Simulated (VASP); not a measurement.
Set up this calculation in VASP 6.6.1, as the native input.

* Task: single point
* Functional: HSE06
* Potentials or basis: VASP PAW PBE potentials, release 64 (Mg, O)
* Cutoff: 520 eV
* k mesh: 4 × 4 × 4
* Occupations: fermi-dirac, width 0.05 eV
* Spin: no spin polarisation
* Dipole correction: no
* Grid for exact exchange (PRECFOCK): Normal
* Further INCAR settings: ALGO = Normal; EDIFF = 1e-06; NBANDS = 11
* Share of exact exchange: 0.25
* Screening parameter: 0.2079 1/Å

Crystal: MgO (rock salt type).

```
Mg O
1.0
     0.00000    2.13206    2.13206
     2.13206    0.00000    2.13206
     2.13206    2.13206    0.00000
Mg O
1 1
Direct
  0.00000 0.00000 0.00000
  0.50000 0.50000 0.50000
```

These files were run (other wordings do the same):

POSCAR

```
MgO
1.0
    0.0000000000      2.1320598525      2.1320598525
    2.1320598525      0.0000000000      2.1320598525
    2.1320598525      2.1320598525      0.0000000000
Mg O
1 1
Direct
    0.0000000000      0.0000000000      0.0000000000
    0.5000000000      0.5000000000      0.5000000000
```

INCAR.step1

```
PREC = Accurate
ENCUT = 520
EDIFF = 1E-5
ISMEAR = -1
SIGMA = 0.05
LREAL = F
LASPH = T
NELM = 60
ALGO = Normal
ISIF = 2
LWAVE = T
LCHARG = F
NBANDS = 11
GGA = PE
```

INCAR.step2

```
PREC = Accurate
ENCUT = 520
EDIFF = 1E-6
ISMEAR = -1
SIGMA = 0.05
LREAL = F
LASPH = T
NELM = 60
ALGO = Normal
ISIF = 2
LWAVE = F
LCHARG = F
GGA = PE
LHFCALC = T
HFSCREEN = 0.2079
PRECFOCK = Normal
NBANDS = 11
ISTART = 1
```

KPOINTS

```
Automatic mesh
0
Gamma
  4 4 4
```

Potentials or basis: VASP PAW PBE potentials, release 64 (Mg, O).

Launch:

```sh
$ cat potpaw_PBE.64/Mg/POTCAR potpaw_PBE.64/O/POTCAR > POTCAR
$ cp INCAR.step1 INCAR
$ mpirun -np 1 vasp_std > vasp.out
$ cp INCAR.step2 INCAR
$ mpirun -np 1 vasp_std > vasp.out
```

It gave:

- Pressure: -7.2 GPa
- Band gap on the k mesh: 6.07 eV

Caveat: the k points lie up to 0.64 Å⁻¹ apart; the PAW data sets were made with another functional, which shifts forces and pressure a little.

It took 60 s on 1 thread of AMD EPYC 7R13 Processor (Zen 3), with other jobs on the host, peak memory 0.21 GiB.
